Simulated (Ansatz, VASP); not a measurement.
**Si5P: VASP beside Ansatz**

```xyz
6
Lattice="6.1606 0.0000 -0.3811 0.0000 4.1004 0.0000 -3.2572 0.0000 5.2430" Properties=species:S:1:pos:R:3 pbc="T T T"
Si   -0.7850    2.0502    5.1264
Si   -1.9822    2.0502    3.1218
Si    0.4360    0.0000    4.9590
Si    4.9049    0.0000    1.7451
Si    1.8921    2.0502    2.1679
P     0.9871    0.0000    2.7084
```

Change from the starting cell: the structure that the rattled cell fell into.

Alike in both runs: functional PBE; k mesh 8 × 10 × 8; occupations gaussian, width 0.1 eV; no spin polarisation.

Ansatz relaxed the structure, and its values are those at the end. VASP's run is a single point on that final structure, the one shown.

|  | VASP | Ansatz |
| --- | --- | --- |
| version | VASP 6.6.1 | Ansatz 0.2.0 |
| potentials or method | VASP PAW PBE potentials, release 64 (Si, P), cutoff 520 eV | scalar-relativistic, plane waves, PAW |
| valence electrons in the cell | 25 | 25 |

```csv
,VASP,Ansatz,Ansatz less VASP
gap on the k mesh at the Fermi level (eV),none,none,-
pressure (GPa),-0.1,0.0,+0.09
rms of the force components (eV/Å),0.004,0.002,-0.0019
```

A gap of «none» marks a metal or a gap that the smearing closes. Ansatz's warnings: structure snapped to symmetry.
